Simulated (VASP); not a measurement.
## Mg8HO8 (a cell with a defect): single point with PBE

The system is Mg8HO8 (a cell with a defect).

```
Mg O H
1.0
     0.00000    4.22700    4.22700
     4.22700    0.00000    4.22700
     4.22700    4.22700    0.00000
Mg O H
8 8 1
Cartesian
  0.0235 0.0042 -0.0257
  2.0985 2.0811 -0.0467
  2.1202 -0.0217 2.1046
  4.2721 2.0812 2.1265
  -0.0470 2.0643 1.9018
  2.1170 4.1748 2.1083
  2.3250 2.0635 4.2728
  4.2567 4.1630 4.1956
  2.0503 2.0804 2.1748
  4.2317 4.1951 2.0844
  4.2907 2.0788 4.1617
  6.3680 4.1949 4.2204
  2.1363 4.1836 4.2208
  4.2199 6.3003 4.2329
  4.2311 4.1845 6.3150
  6.3696 6.3029 6.3100
  0.6831 2.1922 3.5462
```

* Program: VASP 6.6.1
* Task: single point
* Functional: PBE
* Potentials or basis: VASP PAW PBE potentials, release 64 (Mg, O, H)
* Cutoff: 520 eV
* k mesh: 2 × 2 × 2
* Occupations: gaussian, width 0.05 eV
* Spin: no spin polarisation
* Dipole correction: no
* Charge: 1
* Further INCAR settings: LREAL = Auto; ALGO = Normal; EDIFF = 1e-06; NBANDS = 46; NELECT = 64.0

The largest force is 0.148 eV/Å.

Forces on the atoms (eV/Å):
```
Mg  -0.007  0.028  0.011
Mg  -0.004 -0.004 -0.003
Mg   0.002 -0.016 -0.002
Mg   0.003 -0.002  0.006
Mg   0.001 -0.015 -0.012
Mg   0.001  0.000 -0.001
Mg   0.018 -0.011  0.003
Mg   0.000 -0.019 -0.001
O    0.007 -0.006 -0.002
O    0.001 -0.007  0.001
O    0.008  0.001 -0.005
O    0.000 -0.006 -0.001
O   -0.004 -0.009 -0.002
O   -0.085 -0.021  0.081
O    0.002 -0.013  0.012
O   -0.002 -0.007  0.001
H    0.058  0.107 -0.085
```

Levels at points of the mesh, in eV from the Fermi level:
```
           k point  band 28  band 29  band 30  band 31  band 32  band 33  band 34  band 35  band 36  band 37
(0.00, 0.00, 0.00)    -0.65    -0.58    -0.31    -0.27    -0.25     3.94     6.36     7.51     7.55     7.75
(0.50, 0.00, 0.00)    -1.03    -0.63    -0.55    -0.53    -0.48     6.14     6.71     8.19     9.08     9.25
(0.00, 0.50, 0.00)    -1.10    -0.59    -0.56    -0.52    -0.50     5.53     6.77     8.26     9.05     9.14
(0.00, 0.00, 0.50)    -1.03    -0.63    -0.54    -0.54    -0.47     6.24     6.72     8.14     9.15     9.32
(0.50, 0.50, 0.50)    -1.10    -0.59    -0.56    -0.52    -0.50     5.54     6.77     8.26     9.04     9.14
(0.50, 0.50, 0.00)    -1.05    -0.83    -0.79    -0.77    -0.66     6.80     7.55     8.42     8.94     9.07
(0.00, 0.50, 0.50)    -1.05    -0.83    -0.80    -0.77    -0.66     6.80     7.55     8.42     8.95     9.07
(0.50, 0.00, 0.50)    -1.16    -0.71    -0.70    -0.66    -0.58     6.26     7.70     8.47     8.78     9.09
```

Wall time 5 min on 1 thread of Intel Xeon 8259CL, with other jobs on the host, peak memory 0.33 GiB.

Caveat: the k points lie up to 0.64 Å⁻¹ apart; the cell carries a net charge on a neutralising background, which shifts energy and pressure; the cell is charged against a uniform background, so pressure and absolute levels hang on convention.
